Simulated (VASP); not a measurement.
# Zn: single point with PBEsol

The system is Zn.

```xyz
2
Lattice="2.6648 0.0000 0.0000 -1.3324 2.4289 0.0000 0.0000 0.0000 4.9467" Properties=species:S:1:pos:R:3 pbc="T T T"
Zn    0.0000    1.6193    1.2367
Zn    1.3324    0.8096    3.7100
```

This cell differs from its parent crystal: strain +0.0525 x Voigt [0, 1, 0, 0, 0, 0].

```
Program             : VASP 6.6.1
Task                : single point
Functional          : PBEsol
Potentials or basis : VASP PAW PBE potentials, release 64 (Zn)
Cutoff              : 520 eV
k mesh              : 24 × 24 × 10
Occupations         : gaussian, width 0.15 eV
Spin                : no spin polarisation
```

| Property | Result |
| --- | --- |
| Pressure | -7.6 GPa |
| Largest force | 0.044 eV/Å |
| Band gap on the k mesh | zero (bands 12 and 13 overlap by 4.46 eV) |

Forces in eV/Å, atoms in the order of the input:
```
Zn   0.000 -0.044  0.000
Zn   0.000  0.044  0.000
```

Stress tensor (GPa, compression positive):
```
-7.06  0.00  0.00
 0.00 -9.33  0.00
 0.00  0.00 -6.44
```

Levels at points of the mesh, in eV from the Fermi level:
```tsv
k point	band 10	band 11	band 12	band 13	band 14	band 15
(0.00, 0.00, 0.00)	-6.99	-6.95	-3.28	-2.78	13.98	15.27
(0.50, 0.00, 0.00)	-6.80	-2.63	-2.07	2.83	3.68	4.15
(0.00, 0.50, 0.00)	-6.83	-3.03	-2.65	2.37	3.08	3.48
(0.00, 0.00, 0.50)	-7.08	-7.04	-7.04	4.90	4.90	16.46
(0.50, 0.00, 0.50)	-6.81	-1.62	-1.62	0.15	0.15	10.27
(0.00, 0.50, 0.50)	-6.84	-2.01	-2.01	-0.53	-0.53	9.78
```

It took 5.7 min on 1 thread of Oxide Virtual Turin-like Processor, with other jobs on the host, peak memory 0.49 GiB.

Caveat: the cell differs from its parent crystal (strain +0.0525 x Voigt [0, 1, 0, 0, 0, 0]); the cell stands under tension; the PAW data sets were made with another functional, which shifts forces and pressure a little.
